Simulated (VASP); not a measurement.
# Al (Fmmm) in VASP: further runs, part 2 of 2

VASP 6.6.1. The steps go on from the part before.

### 5 Single point, PBEsol

File INCAR:

```
ALGO     = Fast           # electronic algorithm
EDIFF    = 1E-6           # SCF threshold, eV
ENCUT    = 520            # plane-wave cutoff, eV
GGA      = PS             # functional
ISIF     = 2              # what is computed and relaxed
ISMEAR   = -1             # smearing method
LASPH    = True           # aspherical terms in the spheres
LCHARG   = False          # write CHGCAR
LREAL    = False          # projectors in reciprocal space
LWAVE    = False          # write WAVECAR
NBANDS   = 8              # bands
NELM     = 80             # most SCF steps
PREC     = Accurate       # precision mode
SIGMA    = 0.05           # smearing width, eV
```

File KPOINTS:

```
k-points
0
Gamma
  10 10 10
```

File POSCAR:

```
Al
1.0
   -1.5832625966      1.5832625966      1.5912186900
    1.5832625966     -1.5832625966      1.5912186900
    1.5991747834      1.5991747834     -1.5912186900
Al
1
Direct
    0.0000000000      0.0000000000      0.0000000000
```

Potentials or basis: VASP PAW PBE potentials, release 64 (Al).

The run is started by

```sh
cat potpaw_PBE.64/Al/POTCAR > POTCAR
mpirun -np 1 vasp_std > vasp.out
```

OUTCAR:

```text
EDIFF = 1E-6
   ENCUT = 520
   GGA = PS
   ISIF = 2
   ISMEAR = -1
   LASPH = True
   LREAL = False
   NELM = 80
   PREC = Accurate

 ion  position               nearest neighbor table
   1  0.000  0.000  0.000-

  LATTYP: Found a face centered orthorhombic cell.
 ALAT       =     3.1824373800
 B/A-ratio  =     1.4071424946
 C/A-ratio  =     1.4212846301

  Lattice vectors:

 A1 = (   3.1824373800,   0.0159121868,   0.0000000000)
 A2 = (   1.5991747834,   1.5991747834,   1.5912186900)
[... 443 lines left out ...]
      8      30.7510      0.00000

 [... further k-points ...]

------------------------ aborting loop because EDIFF is reached ----------------------------------------

  FORCE on cell =-STRESS in cart. coord.  units (eV):
  Direction    XX          YY          ZZ          XY          YZ          ZX
  --------------------------------------------------------------------------------------
  -------------------------------------------------------------------------------------
  Total        0.2854093      0.2854093      0.2823776     -0.1304635      0.0000000      0.0000000
  in kB       28.3752628     28.3752628     28.0738570    -12.9706242      0.0000000      0.0000000
  external PRESSURE =      28.2747942 kB  Pullay stress =       0.0000000 kB

 VOLUME and BASIS-vectors are now :
 -----------------------------------------------------------------------------
  energy-cutoff  :      520.00
  volume of cell :       16.12
      direct lattice vectors                 reciprocal lattice vectors
    -1.583262597  1.583262597  1.591218690    -0.001571162  0.314232420  0.314224565
     1.583262597 -1.583262597  1.591218690     0.314232420 -0.001571162  0.314224565
     1.599174783  1.599174783 -1.591218690     0.312661258  0.312661258  0.000000000

 POSITION                                       TOTAL-FORCE (eV/Angst)
 -----------------------------------------------------------------------------------
      0.00000      0.00000      0.00000         0.000000      0.000000      0.000000
 -----------------------------------------------------------------------------------
    total drift:                                0.000000     -0.000000     -0.000000

  FREE ENERGIE OF THE ION-ELECTRON SYSTEM (eV)
  ---------------------------------------------------
  free  energy   TOTEN  =        -4.0047495853 eV

  energy  without entropy=       -4.0021879367  energy(sigma->0) =       -4.00346876
```

OSZICAR:

```text
N       E                     dE             d eps       ncg     rms          rms(c)
DAV:   1    -0.260382463696E+01   -0.26038E+01   -0.85556E+02  2752   0.204E+02
DAV:   2    -0.402754383077E+01   -0.14237E+01   -0.13443E+01  3888   0.187E+01
DAV:   3    -0.403381416643E+01   -0.62703E-02   -0.62607E-02  3368   0.139E+00
DAV:   4    -0.403383134087E+01   -0.17174E-04   -0.17174E-04  3944   0.628E-02
DAV:   5    -0.403383141501E+01   -0.74138E-07   -0.74883E-07  3528   0.267E-03    0.137E+00
RMM:   6    -0.401628227247E+01    0.17549E-01   -0.15371E-03  2736   0.188E-01    0.787E-01
RMM:   7    -0.400473046217E+01    0.11552E-01   -0.44671E-03  3094   0.314E-01    0.132E-01
RMM:   8    -0.400474701570E+01   -0.16554E-04   -0.26014E-04  2984   0.954E-02    0.307E-02
RMM:   9    -0.400475146947E+01   -0.44538E-05   -0.35929E-05  3030   0.378E-02    0.173E-02
RMM:  10    -0.400474859042E+01    0.28790E-05   -0.44282E-06  3091   0.121E-02    0.745E-02
RMM:  11    -0.400474983937E+01   -0.12489E-05   -0.10361E-06  2634   0.656E-03    0.132E-02
RMM:  12    -0.400474958529E+01    0.25408E-06   -0.19046E-07  1828   0.261E-03
   1 F= -.40047496E+01 E0= -.40034688E+01  d E =-.256165E-02
```

stdout:

```text
POSCAR found type information on POSCAR Al
 POSCAR found :  1 types and       1 ions
 scaLAPACK will be used
 -----------------------------------------------------------------------------
|                                                                             |
|                                                                             |
|     You enforced a specific xc type in the INCAR file but a different       |
|     I HOPE YOU KNOW WHAT YOU ARE DOING!                                     |
|                                                                             |
 -----------------------------------------------------------------------------

 LDA part: xc-table for (Slater+PW92), standard interpolation
 POSCAR, INCAR and KPOINTS ok, starting setup
 FFT: planning ... GRIDC
 FFT: planning ... GRID_SOFT
 FFT: planning ... GRID
 WAVECAR not read
 entering main loop
```

Wall time 29 s (1 thread of Intel Xeon 8259CL, shared host); peak memory 0.13 GiB.

Results:

```yaml
Free_energy: -4.0047 eV
Pressure: 2.8 GPa
```

Caveat: the PAW data sets were made with another functional, which shifts forces and pressure a little.

### 6 Overview

| cell | gap on the mesh (eV) | pressure (GPa) |
| --- | --- | --- |
| a = 2.793, b = 2.793, c = 2.719 Å, angles 109.5, 109.5, 110.5°, 1 atom | none | 2.9 |
| a = 2.774, b = 2.774, c = 2.738 Å, angles 109.5, 109.5, 110.0°, 1 atom | none | 2.9 |
| a = 2.765, b = 2.765, c = 2.747 Å, angles 109.5, 109.5, 109.7°, 1 atom | none | 2.8 |
| a = 2.747, b = 2.747, c = 2.765 Å, angles 109.5, 109.5, 109.2°, 1 atom | none | 2.8 |

Alike in all rows: task single point; level PBEsol; potentials or basis VASP PAW PBE potentials, release 64 (Al); no spin polarisation; k mesh 10 × 10 × 10; cutoff (eV) 520; smearing fermi-dirac 0.05 eV.

Caveats: the PAW data sets were made with another functional, which shifts forces and pressure a little.

Absolute energies hang on the potentials; compare differences alone.
